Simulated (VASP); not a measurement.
# MgH2 (Fm-3m) in VASP: a series of runs

MgH2 is run at these levels: PBEsol+D4, PBE; tasks: relaxation of cell and atoms, single point.

Program: VASP 6.6.1. These are calculated values, not measurements. Logs are shortened: lines on timing, memory, paths and dates and some standing lists are left out, and cuts for length are marked.

**1. The cell of the first run**

Symmetry: Fm-3m, No. 225, cubic system. The conventional cell has a = 4.762 Å, b = 4.762 Å, c = 4.762 Å, α = 90.00°, β = 90.00°, γ = 90.00°. Mg (site symmetry m-3m) has 8 H at 2.06 Å within 2.7 Å. H (site symmetry -43m) has 4 Mg at 2.06 Å and 6 H at 2.38 Å within 2.7 Å.

**2. Relaxation of cell and atoms, PBEsol+D4**

INCAR reads:

```
  PREC = Accurate
  ENCUT = 600
  EDIFF = 1E-6
  ISMEAR = -1
  SIGMA = 0.05
  LREAL = F
  LASPH = T
  NELM = 100
  ALGO = Normal
  ISIF = 3
  LWAVE = F
  LCHARG = F
  GGA = PS
  IVDW = 13
  IBRION = 2
  NSW = 60
  EDIFFG = -0.01
```

KPOINTS reads:

```
regular mesh
0
Gamma
  10 10 10
```

POSCAR reads:

```
MgH2
1.0
    0.0000000000      2.3810671667      2.3810671667
    2.3810671667      0.0000000000      2.3810671667
    2.3810671667      2.3810671667      0.0000000000
Mg H
1 2
Direct
    0.0000000000      0.0000000000      0.0000000000
    0.2500000000      0.2500000000      0.2500000000
    0.7500000000      0.7500000000      0.7500000000
```

Potentials or basis: VASP PAW PBE potentials, release 64 (Mg, H).

Command:

```
> cat potpaw_PBE.64/Mg/POTCAR potpaw_PBE.64/H/POTCAR > POTCAR
> mpirun -np 1 vasp_std > vasp.out
```

OUTCAR:

```text
PREC = Accurate
   ENCUT = 600
   EDIFF = 1E-6
   ISMEAR = -1
   LREAL = F
   LASPH = T
   NELM = 100
   ISIF = 3
   GGA = PS
   IVDW = 13
   IBRION = 2
   NSW = 60
   EDIFFG = -0.01

 ion  position               nearest neighbor table
   1  0.000  0.000  0.000-   2 2.06   3 2.06   3 2.06   3 2.06   3 2.06   2 2.06   2 2.06   2 2.06

   2  0.250  0.250  0.250-   1 2.06   1 2.06   1 2.06   1 2.06
   3  0.750  0.750  0.750-   1 2.06   1 2.06   1 2.06   1 2.06

  LATTYP: Found a face centered cubic cell.
 ALAT       =     4.7621343334

  Lattice vectors:

 A1 = (   0.0000000000,   2.3810671667,   2.3810671667)
 A2 = (   2.3810671667,   0.0000000000,   2.3810671667)
 A3 = (   2.3810671667,   2.3810671667,   0.0000000000)

Analysis of symmetry for initial positions (statically):
=====================================================================
 Subroutine PRICEL returns:
 Original cell was already a primitive cell.

 Routine SETGRP: Setting up the symmetry group for a
 face centered cubic supercell.

 Subroutine GETGRP returns: Found 48 space group operations
 (whereof 48 operations were pure point group operations)
 out of a pool of 48 trial point group operations.

The static configuration has the point symmetry O_h .

Analysis of symmetry for dynamics (positions and initial velocities):
=====================================================================
 Subroutine PRICEL returns:
 Original cell was already a primitive cell.

 Routine SETGRP: Setting up the symmetry group for a
 face centered cubic supercell.

 Subroutine GETGRP returns: Found 48 space group operations
 (whereof 48 operations were pure point group operations)
 out of a pool of 48 trial point group operations.

The dynamic configuration has the point symmetry O_h .

 Subroutine INISYM returns: Found 48 space group operations
 (whereof 48 operations are pure point group operations),
 and found     1 'primitive' translations

----------------------------------------------------------------------------------------

                                     Primitive cell

  volume of cell :      26.9988

  direct lattice vectors                    reciprocal lattice vectors
     0.000000000  2.381067167  2.381067167    -0.209989876  0.209989876  0.209989876
     2.381067167  0.000000000  2.381067167     0.209989876 -0.209989876  0.209989876
     2.381067167  2.381067167  0.000000000     0.209989876  0.209989876 -0.209989876

  length of vectors
     3.367337480  3.367337480  3.367337480     0.363713135  0.363713135  0.363713135

  position of ions in fractional coordinates (direct lattice)
[... 69 lines left out ...]
   NGX,Y,Z   is equivalent  to a cutoff of  13.82, 13.82, 13.82 a.u.
   NGXF,Y,Z  is equivalent  to a cutoff of  27.65, 27.65, 27.65 a.u.
 SYSTEM =  unknown system
   PREC   = accura    normal or accurate (medium, high low for compatibility)
   ISTART =      0    job   : 0-new  1-cont  2-samecut
   ICHARG =      2    charge: 1-file 2-atom 10-const
   ISPIN  =      1    spin polarized calculation?
   LNONCOLLINEAR =      F non collinear calculations
   LSORBIT =      F    spin-orbit coupling
   LASPH  =      T    aspherical Exc in radial PAW
   ENCUT  =  600.0 eV  44.10 Ry    6.64 a.u.   6.73  6.73  6.73*2*pi/ulx,y,z
   NELM   =    100;   NELMIN=  2; NELMDL= -5     # of ELM steps
   EDIFF  = 0.1E-05   stopping-criterion for ELM
   LREAL  =      F    real-space projection
   EDIFFG = -.1E-01   stopping-criterion for IOM
   NSW    =     60    number of steps for IOM
   IBRION =      2    ionic relax: 0-MD 1-quasi-New 2-CG
   NFREE  =      1    steps in history (QN), initial steepest desc. (CG)
   ISIF   =      3    stress and relaxation
   ISYM   =      2    0-nonsym 1-usesym 2-fastsym
   POTIM  = 0.5000    time-step for ionic-motion
   TEBEG  =    0.0;   TEEND  =   0.0 temperature during run
   PSTRESS=    0.0 pullay stress
   NELECT =       4.0000    total number of electrons
   NUPDOWN=      -1.0000    fix difference up-down
   EMIN   =  10.00;   EMAX   =-10.00  energy-range for DOS
   EFERMI =   0.00;   METHOD = LEGACY
   ISMEAR =    -1;   SIGMA  =   0.05  broadening in eV -4-tet -1-fermi 0-gaus
   EFERMI_NEDOS =   21; number of points for ismear=-14 and -15
   IALGO  =     38    algorithm
   IMIX   =      4    mixing-type and parameters
     AMIX     =   0.40;   BMIX     =  1.00
     AMIX_MAG =   1.60;   BMIX_MAG =  1.00
  volume/ion in A,a.u.               =       9.00        60.73
  Fermi-wavevector in a.u.,A,eV,Ry     =   0.866257  1.636987 10.209817  0.750400
  Thomas-Fermi vector in A             =   1.984619
   LORBIT       =      0    0 simple, 1 ext, 2 COOP (PROOUT), +10 PAW based schemes
   GGA     = PS    functional components
   LHFCALC =     F    Hartree Fock is set to
   AEXX    =    0.0000 exact exchange contribution
   IVDW    =    13    specifies the selected vdW correction
   LEPSILON=     F    determine dielectric tensor
   LRPA    =     F    only Hartree local field effects (RPA)
 conjugate gradient relaxation of ions
 non-spin polarized calculation
  energy-cutoff  :      600.00
  volume of cell :       27.00
 maximum number of plane-waves:       934
   NGX = 13   NGY = 13   NGZ = 13

--------------------------------------- Ionic step        1  -------------------------------------------

 number of electron       4.0000000 magnetization

 Free energy of the ion-electron system (eV)
  ---------------------------------------------------
  ext. energy  EPLUGINS =         0.00000000
  ---------------------------------------------------
  free energy    TOTEN  =        -8.59699363 eV

  energy without entropy =       -8.59392724  energy(sigma->0) =       -8.59546043

------------------------ aborting loop because EDIFF is reached ----------------------------------------

  DFT-D4 for vdW energy calculation

  Edisp (eV):   -0.17776
[... 73 lines left out ...]
--------------------------------------- Ionic step        3  -------------------------------------------

 number of electron       3.9999999 magnetization

 Free energy of the ion-electron system (eV)
  ---------------------------------------------------
  ext. energy  EPLUGINS =         0.00000000
  ---------------------------------------------------
  free energy    TOTEN  =        -8.59912481 eV

  energy without entropy =       -8.59606073  energy(sigma->0) =       -8.59759277

 E-fermi :   3.0750     XC(G=0):  -9.2515

 val. band max:        2.9063984252   @ k =   0.2000   0.1000   0.0000
 cond. band min:       3.1016257808   @ k =   0.5000   0.4000   0.0000
 fundamental gap:      0.1952273556
 Fermi energy:         3.0749536821

 k-point     1 :       0.0000    0.0000    0.0000
  band No.  band energies     occupation
      1      -7.1220      2.00000
      2       4.2918      0.00000
      3      12.5134      0.00000
      4      12.5134      0.00000
      5      12.5134      0.00000
      6      15.2652      0.00000
[... 199 lines left out ...]
 k-point    24 :       0.4000    0.3000    0.0000
  band No.  band energies     occupation
      1      -4.1325      2.00000
      2       0.9816      2.00000
      3       5.3707      0.00000
      4       8.1052      0.00000
      5       8.4728      0.00000
      6      12.6678      0.00000

 [... further k-points ...]

------------------------ aborting loop because EDIFF is reached ----------------------------------------

  DFT-D4 for vdW energy calculation

  Edisp (eV):   -0.18421
[... 26 lines left out ...]
  FREE ENERGIE OF THE ION-ELECTRON SYSTEM (eV)
  ---------------------------------------------------
  free  energy   TOTEN  =        -8.7833326068 eV

  energy  without entropy=       -8.7802685248  energy(sigma->0) =       -8.78180057

 reached required accuracy - stopping structural energy minimisation
```

Run time: 10 s. Hardware: 1 thread of Intel Xeon 6975P-C (Granite Rapids), shared host; peak memory 0.17 GiB.

Results:

| Property | Result |
| --- | --- |
| Free energy | -8.7833 eV |
| Relaxed volume | 8.64 Å³/atom |
| Relaxed cell | a = 3.322 Å, b = 3.322 Å, c = 3.322 Å, α = 60.00°, β = 60.00°, γ = 60.00° |
| Space group after relaxing (to 0.05 Å) | Fm-3m (No. 225) |
| Energy gained by relaxing | 2.9 meV/atom |
| Ionic steps | 3 |
| Pressure after relaxing | -0.1 GPa |
| Band gap on the k mesh | zero (band 2 reaches 4.29 eV, above the bottom of band 3 at 2.60 eV) |
| Dispersion energy per atom | -0.061 eV |

The path:
| step | energy change (eV) | largest force (eV/Å) | pressure (GPa) | volume (Å³) |
| --- | --- | --- | --- | --- |
| 1 | 0.0000 | 0.0000 | -2.37 | 27.00 |
| 2 | -0.0060 | 0.0000 | -1.35 | 26.48 |
| 3 | -0.0086 | 0.0000 | -0.11 | 25.93 |

Final structure:
```yaml
crystal:
  lattice:
    - [0.00000, 2.34907, 2.34907]
    - [2.34907, 0.00000, 2.34907]
    - [2.34907, 2.34907, 0.00000]
  atoms:
    - { symbol: Mg, position: [0.00000, 0.00000, 0.00000] }
    - { symbol: H, position: [0.25000, 0.25000, 0.25000] }
    - { symbol: H, position: [0.75000, 0.75000, 0.75000] }
```

Levels at points of the mesh, in eV from the Fermi level:
```
           k point  band 1  band 2  band 3  band 4  band 5
(0.00, 0.00, 0.00)  -10.20    1.22    9.44    9.44    9.44
(0.50, 0.00, 0.00)   -5.78   -5.72    6.90    7.68    9.08
(0.50, 0.50, 0.00)   -5.77   -2.26   -0.47    4.76    4.76
```

Caveat: the PAW data sets were made with another functional, which shifts forces and pressure a little; pairwise dispersion overbinds metals, which lowers pressure and volume.

**3. Single point, PBE**

INCAR reads:

```
SYSTEM = MgH2
  PREC = Accurate
  ENCUT = 600
  EDIFF = 1E-6
  ISMEAR = 0
  SIGMA = 0.05
  LREAL = .FALSE.
  LASPH = .TRUE.
  NELM = 120
  ALGO = Normal
  ISIF = 2
  LWAVE = .FALSE.
  LCHARG = .FALSE.
  GGA = PE
  NBANDS = 9
  GGA_COMPAT = .FALSE.
```

KPOINTS reads:

```
regular mesh
0
G
  10 10 10
  0 0 0
```

POSCAR reads:

```
MgH2
1.0
    0.0000000000      2.3810671650      2.3810671650
    2.3810671650      0.0000000000      2.3810671650
    2.3810671650      2.3810671650      0.0000000000
Mg H
1 2
Direct
    0.0000000000      0.0000000000      0.0000000000
    0.7500000000      0.7500000000      0.7500000000
    0.2500000000      0.2500000000      0.2500000000
```

Potentials or basis: VASP PAW PBE potentials, release 64 (Mg, H).

Command:

```
> cat potpaw_PBE.64/Mg/POTCAR potpaw_PBE.64/H/POTCAR > POTCAR
> mpirun -np 1 vasp_std > vasp.out
```

It took 33 s on 1 thread of AMD EPYC 7R13, shared host; peak memory 0.13 GiB.

The run converged. Its results:

```
Free energy            : -8.4987 eV
Pressure               : -0.4 GPa
Band gap on the k mesh : zero (band 2 reaches 3.88 eV, above the bottom of band 3 at 2.60 eV)
```

Levels at points of the mesh, in eV from the Fermi level:
```csv
k point,band 1,band 2,band 3,band 4,band 5
"(0.00, 0.00, 0.00)",-9.96,0.91,9.31,9.31,9.31
"(0.50, 0.00, 0.00)",-5.71,-5.61,6.79,7.23,9.01
"(0.50, 0.50, 0.00)",-5.72,-2.36,-0.37,4.70,4.70
```
